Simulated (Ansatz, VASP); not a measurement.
## Sr in VASP and in Ansatz

```
Sr
1.0
     3.77546    0.00000    0.00000
     0.00000    3.77546    0.00000
     0.00000    0.00000    3.77546
Sr
1
Cartesian
  0.0000 0.0000 0.0000
```

Alike in both runs: functional PBEsol; k mesh 8 × 8 × 8; occupations fermi-dirac, width 0.1 eV; no spin polarisation.

Ansatz relaxed the structure, and its values are those at the end. VASP's run is a single point on that final structure, the one shown.

```csv
,VASP,Ansatz
version,VASP 6.6.1,Ansatz 0.2.0
potentials or method,"VASP PAW PBE potentials, release 64 (Sr_sv), cutoff 520 eV","plane waves (420 eV) with PAW, scalar-relativistic"
valence electrons in the cell,10,10
```

```csv
,VASP,Ansatz,Ansatz less VASP
pressure (GPa),0.1,0.0,-0.01
```

VASP's potentials were made for PBE, not for PBEsol, and Ansatz warns of the same on its side. With one functional, cell and mesh, what is left measures potentials, basis and numerics.
